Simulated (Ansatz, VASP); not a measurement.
Ge: VASP beside Ansatz

```
Ge
1.0
     1.39715   -2.60052    0.00000
     1.39715    2.60052    0.00000
     0.00000    0.00000    2.69823
Ge
1
Direct
  0.50000 0.50000 0.00000
```

Alike in both runs: task relaxation of cell and atoms; functional r2SCAN; k mesh 16 × 16 × 16; occupations gaussian, width 0.1 eV; no spin polarisation.

|  | VASP | Ansatz |
| --- | --- | --- |
| version | VASP 6.6.1 | Ansatz 0.2.0 |
| potentials or method | VASP PAW PBE potentials, release 64 (Ge_d), cutoff 600 eV | scalar-relativistic, plane waves, PAW |
| valence electrons in the cell | 14 | 14 |

|  | VASP | Ansatz | Ansatz less VASP |
| --- | --- | --- | --- |
| gap on the k mesh at the Fermi level, each at its own relaxed structure (eV) | none | none | - |
| relaxed volume (Å³/atom) | 18.68 | 18.72 | +0.036 |
| relaxed length of the cell vector where the two differ most in proportion (Å) | 2.900 | 2.903 | +0.0028 |

VASP's potentials were made for PBE, not for r2SCAN. A gap of «none» marks a metal or a gap that the smearing closes.
